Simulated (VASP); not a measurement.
Wanted: the native input for a VASP 6.6.1 run.

```yaml
Task: single point
Functional: LDA
Potentials_or_basis: VASP PAW LDA potentials, release 64 (Ge_d)
Cutoff: 520 eV
k_mesh: 9 × 9 × 9
Occupations: gaussian, width 0.15 eV
Spin: no spin polarisation
Dipole_correction: no
Further_INCAR_settings: ALGO = Fast; EDIFF = 1e-07; NBANDS = 66
```

The structure of Ge lies in POSCAR:

```
Ge
1.0
    4.7825000000      2.7611776624      1.9825333333
   -4.7825000000      2.7611776624      1.9825333333
    0.0000000000     -5.5223553248      1.9825333333
Ge
8
Direct
    0.7160372198      0.7160372198      0.7160372198
    0.2839627802      0.2839627802      0.2839627802
    0.0289443365      0.7253625346      0.5322921793
    0.5322921793      0.0289443365      0.7253625346
    0.7253625346      0.5322921793      0.0289443365
    0.9710556635      0.2746374654      0.4677078207
    0.4677078207      0.9710556635      0.2746374654
    0.2746374654      0.4677078207      0.9710556635
```

These files were run (other wordings do the same):

INCAR

```
ALGO = Fast
EDIFF = 1E-7
ENCUT = 520
GGA = CA
ISIF = 2
ISMEAR = 0
LASPH = T
LCHARG = T
LELF = T
LREAL = F
LVHAR = T
LWAVE = F
NBANDS = 66
NELM = 80
PREC = Accurate
SIGMA = 0.15
```

KPOINTS

```
k-points
0
Gamma
  9 9 9
```

Potentials or basis: VASP PAW LDA potentials, release 64 (Ge_d).

Launch:

```console
$ cat potpaw_LDA.64/Ge_d/POTCAR > POTCAR
$ mpirun -np 1 vasp_std > vasp.out
```

Results of the run:

- Pressure: 1.8 GPa
- Largest force: 0.352 eV/Å
- Band gap on the k mesh: zero (bands 56 and 57 overlap by 0.53 eV)

Caveat: semilocal functionals underestimate gaps, so a narrow gap can read as zero.

Run time: 62 min on 1 thread of Oxide Virtual Turin-like Processor, on a shared host, peak memory 0.81 GiB.
